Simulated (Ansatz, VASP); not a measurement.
# One calculation of W, two programs

```
CELL_PARAMETERS angstrom
-1.58418 1.58418 1.58418
1.58418 -1.58418 1.58418
1.58418 1.58418 -1.58418
ATOMIC_POSITIONS crystal
W 0.00000 0.00000 0.00000
```

Alike in both runs: task single point; functional r2SCAN; k mesh 30 × 30 × 30; occupations gaussian, width 0.15 eV; no spin polarisation.

|  | VASP | Ansatz |
| --- | --- | --- |
| version | VASP 6.6.1 | Ansatz 0.2.0 |
| potentials or method | VASP PAW PBE potentials, release 64 (W_sv), cutoff 520 eV | scalar-relativistic, plane waves, PAW |
| valence electrons in the cell | 14 | 14 |

```tsv
	VASP	Ansatz	Ansatz less VASP
gap on the k mesh at the Fermi level (eV)	none	none	-
pressure (GPa)	1.3	0.1	-1.24
```

VASP's potentials were made for PBE, not for r2SCAN. A gap of «none» marks a metal or a gap that the smearing closes.

Neither program's run includes spin-orbit coupling.
